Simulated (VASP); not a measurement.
## AlInH4: single point with PBE

The system is AlInH4.

```xyz
6
Lattice="0.0000 3.7848 3.7848 3.7848 0.0000 3.7848 3.7848 3.7848 0.0000" Properties=species:S:1:pos:R:3 pbc="T T T"
Al    3.7848    3.7848    3.7848
In    1.8924    1.8924    1.8924
H     2.8401    4.7294    2.8401
H     4.7294    4.7294    4.7294
H     4.7294    2.8401    2.8401
H     2.8401    2.8401    4.7294
```

The cell was built from a structure type or drawn by symmetry, and may not be a known phase.

| Property | Result |
| --- | --- |
| Program | VASP 6.6.1 |
| Task | single point |
| Functional | PBE |
| Potentials or basis | VASP PAW PBE potentials, release 64 (Al, In_d, H) |
| Cutoff | 520 eV |
| k mesh | 6 × 6 × 6 |
| Occupations | gaussian, width 0.02 eV |
| Spin | no spin polarisation |

The pressure is -0.1 GPa and the band gap on the k mesh is 3.20 eV (least direct gap 3.38 eV).

Levels at points of the mesh, in eV from the valence-band top:
```
           k point  band 6  band 7  band 8  band 9  band 10  band 11  band 12  band 13  band 14  band 15
(0.00, 0.00, 0.00)   -6.02   -0.58   -0.58   -0.58    -0.53     3.20     3.20     3.20     5.58     7.99
(0.50, 0.00, 0.00)   -5.08   -3.17   -0.76   -0.76    -0.66     3.30     3.30     4.78     7.37     8.23
(0.50, 0.50, 0.00)   -4.57   -3.44   -1.17   -1.17    -1.09     3.42     4.31     4.31     8.21     8.49
```

It took 28 s on 1 thread of AMD EPYC 7R13 Processor (Zen 3), on a shared host, peak memory 0.22 GiB.

Caveat: spin-orbit coupling is left out, which moves the levels of the heavy elements. A k mesh can miss the band edges.
